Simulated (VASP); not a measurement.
Runs of VASP 6.6.1 on CdSe (Cadmoselite). The structure is that of space group P6_3mc (No. 186), or close to it. The cells are those of the table. 

```csv
task,cell,k mesh,cutoff (eV),smearing,gap on the mesh (eV),pressure (GPa),largest force (eV/Å)
single point,"a = 4.268, b = 4.268, c = 6.909 Å, angles 90.0, 90.0, 120.0°, 4 atoms",6 × 6 × 4,520,gaussian 0.01 eV,0.50,0.2,-
relaxation of cell and atoms,"relaxed from a = 4.300, b = 4.300, c = 7.020 Å, angles 90.0, 90.0, 120.0°, 4 atoms",8 × 8 × 4,600,fermi-dirac 0.08 eV,0.48,0.0,-
single point,"a = 4.205, b = 4.205, c = 7.007 Å, angles 90.0, 90.0, 120.0°, 4 atoms",6 × 6 × 4,520,gaussian 0.01 eV,0.47,1.1,-
single point,"a = 4.226, b = 4.226, c = 6.963 Å, angles 90.0, 90.0, 120.0°, 4 atoms",6 × 6 × 4,520,gaussian 0.01 eV,0.50,0.9,0.07
single point,"a = 4.162, b = 4.162, c = 7.070 Å, angles 90.0, 90.0, 120.0°, 4 atoms",6 × 6 × 4,520,gaussian 0.01 eV,0.44,1.8,(b)
single point,"a = 4.247, b = 4.247, c = 6.942 Å, angles 90.0, 90.0, 120.0°, 4 atoms",8 × 8 × 4,520,fermi-dirac 0.08 eV,0.50,0.5,-
single point,"a = 4.226, b = 4.226, c = 6.974 Å, angles 90.0, 90.0, 120.0°, 4 atoms",6 × 6 × 4,520,gaussian 0.01 eV,0.48,(a),-
single point,"a = 4.290, b = 4.290, c = 6.876 Å, angles 90.0, 90.0, 120.0°, 4 atoms",6 × 6 × 4,520,gaussian 0.01 eV,0.49,-0.1,-
```

Alike in all rows: level LDA; potentials or basis VASP PAW LDA potentials, release 64 (Cd, Se); no spin polarisation.

Task: Fill in the values left out.

Result: (a) 0.8; (b) 0.01.

A k mesh can miss the band edges, and the runs leave out spin-orbit coupling on Cd, Se.
